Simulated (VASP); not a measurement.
Here is a VASP 6.6.1 calculation.

Contents of INCAR:

```
PREC     = Accurate       # precision mode
ENCUT    = 600            # plane-wave cutoff, eV
EDIFF    = 1E-6           # SCF threshold, eV
ISMEAR   = 0              # smearing method
SIGMA    = 0.02           # smearing width, eV
LREAL    = Auto         
LASPH    = T              # aspherical terms in the spheres
NELM     = 100            # most SCF steps
ALGO     = Normal         # electronic algorithm
ISIF     = 3              # what is computed and relaxed
LWAVE    = F              # write WAVECAR
LCHARG   = F              # write CHGCAR
GGA      = PS             # functional
IBRION   = 2              # ionic algorithm
NSW      = 65             # ionic steps
EDIFFG   = -0.01          # ionic threshold
```

The input KPOINTS:

```
Automatic mesh
0
Gamma
  12 12 2
```

Contents of POSCAR:

```
C
1.0
    2.4988149884      0.0000000000      0.0000000000
   -1.2494074942      2.1640372593      0.0000000000
    0.0000000000      0.0000000000     16.6433434213
C
16
Direct
    0.0000000000      0.0000000000      0.0000000000
    0.0000000000      0.0000000000      0.0937500000
    0.3333333333      0.6666666667      0.1250000000
    0.3333333333      0.6666666667      0.2187500000
    0.6666666667      0.3333333333      0.2500000000
    0.6666666667      0.3333333333      0.3437500000
    0.0000000000      0.0000000000      0.3750000000
    0.0000000000      0.0000000000      0.4687500000
    0.3333333333      0.6666666667      0.5000000000
    0.3333333333      0.6666666667      0.5937500000
    0.0000000000      0.0000000000      0.6250000000
    0.0000000000      0.0000000000      0.7187500000
    0.3333333333      0.6666666667      0.7500000000
    0.3333333333      0.6666666667      0.8437500000
    0.6666666667      0.3333333333      0.8750000000
    0.6666666667      0.3333333333      0.9687500000
```

Potentials or basis: VASP PAW PBE potentials, release 64 (C).

The run is started by

```console
$ cat potpaw_PBE.64/C/POTCAR > POTCAR
$ mpirun -np 1 vasp_std > vasp.out
```

Question: What does it give for the space group after relaxing (to 0.05 Å)?

Answer: P-3m1 (No. 164).

Question: Predict the band gap on the k mesh.

Answer: 4.17 eV, indirect (least direct gap 5.35 eV).

Question: Predict the relaxed cell.

Answer: a = 2.510 Å, b = 2.510 Å, c = 16.477 Å, α = 90.00°, β = 90.00°, γ = 120.00°.

The path:
| step | energy change (eV) | largest force (eV/Å) | pressure (GPa) | volume (Å³) |
| --- | --- | --- | --- | --- |
| 1 | 0.0000 | 0.3500 | -0.34 | 90.00 |
| 2 | 0.0038 | 0.6240 | 0.65 | 89.82 |
| 3 | -0.0499 | 0.2384 | -0.06 | 89.92 |
| 4 | -0.0499 | 0.3284 | 0.13 | 89.88 |
| 5 | -0.0528 | 0.1572 | 0.03 | 89.90 |
| 6 | -0.0555 | 0.0716 | 0.03 | 89.90 |
| 7 | -0.0557 | 0.0787 | 0.03 | 89.90 |
| 8 | -0.0568 | 0.0440 | -0.03 | 89.91 |
| 9 | -0.0569 | 0.0542 | -0.07 | 89.92 |
| 10 | -0.0569 | 0.0816 | 0.06 | 89.89 |
| 11 | -0.0571 | 0.0240 | -0.01 | 89.91 |
| 12 | -0.0571 | 0.0256 | 0.04 | 89.90 |
| 13 | -0.0572 | 0.0044 | 0.01 | 89.90 |

Caveat: the PAW data sets were made with another functional, which shifts forces and pressure a little. As with any semilocal functional, this PBEsol gap is likely too small.
